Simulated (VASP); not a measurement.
# Cu (P-3m1) in VASP: a series of runs

Runs on Cu. Level: PBEsol. Tasks: single point.

Program: VASP 6.6.1. These are calculated values, not measurements. Logs are shortened: lines on timing, memory, paths and dates and some standing lists are left out, and cuts for length are marked.

### 1 The cell of the first run

The structure is trigonal, space group P-3m1 (No. 164). Conventional cell: a = 2.521 Å, b = 2.521 Å, c = 4.117 Å, α = 90.00°, β = 90.00°, γ = 120.00°. Cu (site symmetry 3m) has 12 Cu at 2.35 to 2.69 Å within 3.1 Å.

### 2 Single point, PBEsol (atoms displaced along a vibrational mode)

Contents of INCAR:

```
ALGO = Fast ; EDIFF = 1E-7
ENCUT = 520 ; GGA = PS
ISIF = 2 ; ISMEAR = 0
LASPH = True ; LCHARG = False
LREAL = False ; LWAVE = False
NBANDS = 18 ; NELM = 80
PREC = Accurate ; SIGMA = 0.15
```

Contents of KPOINTS:

```
k-points
0
Gamma
  30 30 14
```

Contents of POSCAR:

```
Cu
1.0
    2.5205910259      0.0000000000      0.0000000000
   -1.2602955130      2.1828958610      0.0000000000
    0.0000000000      0.0000000000      4.1165232698
Cu
2
Direct
    0.3333333333      0.6666666667      0.2755069614
    0.6666666667      0.3333333333      0.7244930386
```

Potentials or basis: VASP PAW PBE potentials, release 64 (Cu).

Run with:

```console
$ cat potpaw_PBE.64/Cu/POTCAR > POTCAR
$ mpirun -np 1 vasp_std > vasp.out
```

OUTCAR:

```text
EDIFF = 1E-7
   ENCUT = 520
   GGA = PS
   ISIF = 2
   ISMEAR = 0
   LASPH = True
   LREAL = False
   NELM = 80
   PREC = Accurate

 ion  position               nearest neighbor table
   1  0.333  0.667  0.276-   2 2.35   2 2.35   2 2.35   2 2.69   2 2.69   2 2.69
   2  0.667  0.333  0.724-   1 2.35   1 2.35   1 2.35   1 2.69   1 2.69   1 2.69

  LATTYP: Found a hexagonal cell.
 ALAT       =     2.5205910259
 C/A-ratio  =     1.6331579489

  Lattice vectors:

 A1 = (   2.5205910259,   0.0000000000,   0.0000000000)
 A2 = (  -1.2602955130,   2.1828958610,   0.0000000000)
 A3 = (   0.0000000000,   0.0000000000,   4.1165232698)

Analysis of symmetry for initial positions (statically):
=====================================================================
 Subroutine PRICEL returns:
 Original cell was already a primitive cell.

 Routine SETGRP: Setting up the symmetry group for a
 hexagonal supercell.

 Subroutine GETGRP returns: Found 12 space group operations
 (whereof 12 operations were pure point group operations)
 out of a pool of 24 trial point group operations.

The static configuration has the point symmetry D_3d.

Analysis of symmetry for dynamics (positions and initial velocities):
=====================================================================
 Subroutine PRICEL returns:
 Original cell was already a primitive cell.

 Routine SETGRP: Setting up the symmetry group for a
 hexagonal supercell.

 Subroutine GETGRP returns: Found 12 space group operations
 (whereof 12 operations were pure point group operations)
 out of a pool of 24 trial point group operations.

The dynamic configuration has the point symmetry D_3d.

 Subroutine INISYM returns: Found 12 space group operations
 (whereof 12 operations are pure point group operations),
 and found     1 'primitive' translations

----------------------------------------------------------------------------------------

                                     Primitive cell

  volume of cell :      22.6499

  direct lattice vectors                    reciprocal lattice vectors
     2.520591026  0.000000000  0.000000000     0.396732350  0.229053529  0.000000000
    -1.260295513  2.182895861  0.000000000     0.000000000  0.458107058  0.000000000
     0.000000000  0.000000000  4.116523270     0.000000000  0.000000000  0.242923442

  length of vectors
     2.520591026  2.520591026  4.116523270     0.458107058  0.458107058  0.242923442

  position of ions in fractional coordinates (direct lattice)
     0.333333333  0.666666667  0.275506961
     0.666666667  0.333333333  0.724493039

  ion indices of the primitive-cell ions
   primitive index   ion index
                 1           1
                 2           2

----------------------------------------------------------------------------------------

 KPOINTS: k-points

Automatic generation of k-mesh.
 Grid dimensions read from file:
 generate k-points for:   30   30   14

 Generating k-lattice:

  Cartesian coordinates                     Fractional coordinates (reciprocal lattice)
     0.013224412  0.007635118  0.000000000     0.033333333  0.000000000  0.000000000
     0.000000000  0.015270235  0.000000000     0.000000000  0.033333333  0.000000000
     0.000000000  0.000000000  0.017351674     0.000000000  0.000000000  0.071428571

  Length of vectors
     0.015270235  0.015270235  0.017351674

  Shift w.r.t. Gamma in fractional coordinates (k-lattice)
     0.000000000  0.000000000  0.000000000

 Subroutine IBZKPT returns following result:
 ===========================================

 Found   1178 irreducible k-points:

 Following reciprocal coordinates:
            Coordinates               Weight
  0.000000  0.000000  0.000000      1.000000
  0.033333  0.000000  0.000000      6.000000
  0.066667  0.000000  0.000000      6.000000
  0.100000  0.000000  0.000000      6.000000
  0.133333 -0.000000  0.000000      6.000000
  0.166667  0.000000  0.000000      6.000000
[... 16 lines left out ...]
  0.233333  0.033333  0.000000     12.000000
  0.266667  0.033333  0.000000     12.000000
 [... further k-points ...]
   k-points           NKPTS =   1178   k-points in BZ     NKDIM =   1178   number of bands    NBANDS=     18
   number of dos      NEDOS =    301   number of ions     NIONS =      2
   total plane-waves  NPLWV =  12800
   dimension x,y,z NGX =    20 NGY =   20 NGZ =   32
   dimension x,y,z NGXF=    40 NGYF=   40 NGZF=   64
   ions per type =               2
   NGX,Y,Z   is equivalent  to a cutoff of  13.19, 13.19, 12.92 a.u.
   NGXF,Y,Z  is equivalent  to a cutoff of  26.38, 26.38, 25.85 a.u.
 SYSTEM =  unknown system
   PREC   = accura    normal or accurate (medium, high low for compatibility)
   ISTART =      0    job   : 0-new  1-cont  2-samecut
   ICHARG =      2    charge: 1-file 2-atom 10-const
   ISPIN  =      1    spin polarized calculation?
   LNONCOLLINEAR =      F non collinear calculations
   LSORBIT =      F    spin-orbit coupling
   LASPH  =      T    aspherical Exc in radial PAW
   ENCUT  =  520.0 eV  38.22 Ry    6.18 a.u.   4.69  4.69  7.65*2*pi/ulx,y,z
   NELM   =     80;   NELMIN=  2; NELMDL= -5     # of ELM steps
   EDIFF  = 0.1E-06   stopping-criterion for ELM
   LREAL  =      F    real-space projection
   EDIFFG = 0.1E-05   stopping-criterion for IOM
   NSW    =      0    number of steps for IOM
   IBRION =     -1    ionic relax: 0-MD 1-quasi-New 2-CG
   NFREE  =      0    steps in history (QN), initial steepest desc. (CG)
   ISIF   =      2    stress and relaxation
   ISYM   =      2    0-nonsym 1-usesym 2-fastsym
   POTIM  = 0.5000    time-step for ionic-motion
   TEBEG  =    0.0;   TEEND  =   0.0 temperature during run
   PSTRESS=    0.0 pullay stress
   NELECT =      22.0000    total number of electrons
   NUPDOWN=      -1.0000    fix difference up-down
   EMIN   =  10.00;   EMAX   =-10.00  energy-range for DOS
   EFERMI =   0.00;   METHOD = LEGACY
   ISMEAR =     0;   SIGMA  =   0.15  broadening in eV -4-tet -1-fermi 0-gaus
   EFERMI_NEDOS =   21; number of points for ismear=-14 and -15
   IALGO  =     68    algorithm
   IMIX   =      4    mixing-type and parameters
     AMIX     =   0.40;   BMIX     =  1.00
     AMIX_MAG =   1.60;   BMIX_MAG =  1.00
  volume/ion in A,a.u.               =      11.32        76.42
  Fermi-wavevector in a.u.,A,eV,Ry     =   1.621289  3.063792 35.763969  2.628578
  Thomas-Fermi vector in A             =   2.715089
   LORBIT       =      0    0 simple, 1 ext, 2 COOP (PROOUT), +10 PAW based schemes
   GGA     = PS    functional components
   LHFCALC =     F    Hartree Fock is set to
   AEXX    =    0.0000 exact exchange contribution
   IVDW    =     0    specifies the selected vdW correction
   LEPSILON=     F    determine dielectric tensor
   LRPA    =     F    only Hartree local field effects (RPA)
 non-spin polarized calculation
 RMM-DIIS sequential band-by-band and
 Gauss-broadening in eV      SIGMA  =   0.15
  energy-cutoff  :      520.00
  volume of cell :       22.65
 maximum number of plane-waves:       628
 NGX is ok and might be reduce to    20
   NGX =  9   NGY =  9   NGZ = 15

 number of electron      21.9999995 magnetization

 Free energy of the ion-electron system (eV)
  ---------------------------------------------------
  ext. energy  EPLUGINS =         0.00000000
  ---------------------------------------------------
  free energy    TOTEN  =        -8.41777392 eV

  energy without entropy =       -8.41123580  energy(sigma->0) =       -8.41450486

 E-fermi :   7.9212     XC(G=0): -13.1297

 val. band max:        7.9168698938   @ k =   0.3000   0.2000   0.2857
 cond. band min:       7.9215778901   @ k =   0.2667   0.2333   0.2857
 fundamental gap:      0.0047079963
 Fermi energy:         7.9212415177

 k-point     1 :       0.0000    0.0000    0.0000
  band No.  band energies     occupation
      1      -1.8177      2.00000
      2       2.5014      2.00000
      3       4.7446      2.00000
      4       4.7446      2.00000
      5       4.7803      2.00000
      6       4.8739      2.00000
[... 10 lines left out ...]
     17      31.9190      0.00000
     18      31.9262      0.00000

 k-point     2 :       0.0333    0.0000    0.0000
  band No.  band energies     occupation
      1      -1.7806      2.00000
      2       2.5233      2.00000
      3       4.6853      2.00000
      4       4.7579      2.00000
      5       4.8334      2.00000
      6       4.8666      2.00000
[... 10 lines left out ...]
     17      32.2259      0.00000
     18      32.5269      0.00000

 k-point     3 :       0.0667    0.0000    0.0000
  band No.  band energies     occupation
      1      -1.6696      2.00000
      2       2.5874      2.00000
      3       4.6024      2.00000
      4       4.7967      2.00000
      5       4.8367      2.00000
      6       4.9044      2.00000
[... 10 lines left out ...]
     17      32.5429      0.00000
     18      33.1118      0.00000

 k-point     4 :       0.1000    0.0000    0.0000
  band No.  band energies     occupation
      1      -1.4861      2.00000
      2       2.6893      2.00000
      3       4.5072      2.00000
      4       4.7941      2.00000
      5       4.8555      2.00000
      6       4.9398      2.00000
[... 375 lines left out ...]
      4       4.4394      2.00000
      5       4.7036      2.00000
      6       4.9244      2.00000
[... 10 lines left out ...]
     17      27.9934      0.00000
     18      30.2502      0.00000

 k-point    23 :       0.2333    0.0333    0.0000
  band No.  band energies     occupation
      1       0.1670      2.00000
      2       3.2881      2.00000
      3       3.9049      2.00000
      4       4.3483      2.00000
      5       4.6884      2.00000
      6       4.8827      2.00000
[... 10 lines left out ...]
     17      26.9317      0.00000
     18      29.4089      0.00000

 k-point    24 :       0.2667    0.0333    0.0000
  band No.  band energies     occupation
      1       0.6597      2.00000
      2       3.3270      2.00000
      3       3.7597      2.00000
      4       4.3042      2.00000
      5       4.7109      2.00000
      6       4.8415      2.00000
[... 10 lines left out ...]
     17      25.7974      0.00000
     18      28.8628      0.00000

 [... further k-points ...]

------------------------ aborting loop because EDIFF is reached ----------------------------------------

  FORCE on cell =-STRESS in cart. coord.  units (eV):
  Direction    XX          YY          ZZ          XY          YZ          ZX
  --------------------------------------------------------------------------------------
  -------------------------------------------------------------------------------------
  Total        0.5707510      0.5707510      1.3053560     -0.0000000      0.0000000      0.0000000
  in kB       40.3730221     40.3730221     92.3365378     -0.0000000      0.0000000      0.0000000
  external PRESSURE =      57.6941940 kB  Pullay stress =       0.0000000 kB

 VOLUME and BASIS-vectors are now :
 -----------------------------------------------------------------------------
  energy-cutoff  :      520.00
  volume of cell :       22.65
      direct lattice vectors                 reciprocal lattice vectors
     2.520591026  0.000000000  0.000000000     0.396732350  0.229053529  0.000000000
    -1.260295513  2.182895861  0.000000000     0.000000000  0.458107058  0.000000000
     0.000000000  0.000000000  4.116523270     0.000000000  0.000000000  0.242923442

 POSITION                                       TOTAL-FORCE (eV/Angst)
 -----------------------------------------------------------------------------------
     -0.00000      1.45526      1.13413         0.000000     -0.000000     -1.836887
      1.26030      0.72763      2.98239        -0.000000      0.000000      1.836887
 -----------------------------------------------------------------------------------
    total drift:                                0.000000     -0.000000      0.000000

  FREE ENERGIE OF THE ION-ELECTRON SYSTEM (eV)
  ---------------------------------------------------
  free  energy   TOTEN  =        -8.4177739212 eV

  energy  without entropy=       -8.4112358000  energy(sigma->0) =       -8.41450486
```

It took 8.2 min on 1 thread of Intel Xeon Platinum 8259CL at 2.50GHz (Skylake/Cascade Lake), shared host; peak memory 0.47 GiB.

What came out:

```
Free energy            : -8.4178 eV
Pressure               : 5.8 GPa
Largest force          : 1.837 eV/Å
Band gap on the k mesh : zero (bands 11 and 12 overlap by 5.97 eV)
```

Forces in eV/Å, atoms in the order of the input:
```
Cu   0.000  0.000 -1.837
Cu   0.000  0.000  1.837
```

Caveat: the cell differs from its parent crystal (atoms displaced along a vibrational mode); the stress differs along the axes, from 4 to 9 GPa; the PAW data sets were made with another functional, which shifts forces and pressure a little.

(Part 1 of 2 ends here.)
